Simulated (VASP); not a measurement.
A run of VASP 6.6.1 is set up as follows.

File INCAR:

```
ALGO = Normal
EDIFF = 1E-6
ENCUT = 520
GGA = RP
ISIF = 2
ISMEAR = -1
LASPH = T
LCHARG = F
LREAL = F
LWAVE = F
NBANDS = 12
NELM = 60
PREC = Accurate
SIGMA = 0.1
```

File KPOINTS:

```
k-points
0
Gamma
  7 7 7
```

File POSCAR:

```
Hg
1.0
    5.0511180013      0.0000000000      0.0000000000
    0.0000000000      5.0511180013      0.0000000000
    0.0000000000      0.0000000000      5.0511180013
Hg
1
Direct
    0.0000000000      0.0000000000      0.0000000000
```

Potentials or basis: VASP PAW PBE potentials, release 64 (Hg).

The run is started by

```bash
$ cat potpaw_PBE.64/Hg/POTCAR > POTCAR
$ mpirun -np 1 vasp_std > vasp.out
```

Q: What does it give for the pressure?

A: 0.0 GPa.

Q: What does it give for the band gap on the k mesh?

A: 4.08 eV, indirect (least direct gap 4.62 eV).

Caveat: the PAW data sets were made with another functional, which shifts forces and pressure a little; spin-orbit coupling is left out, which moves the levels of the heavy elements. A k mesh can miss the band edges.
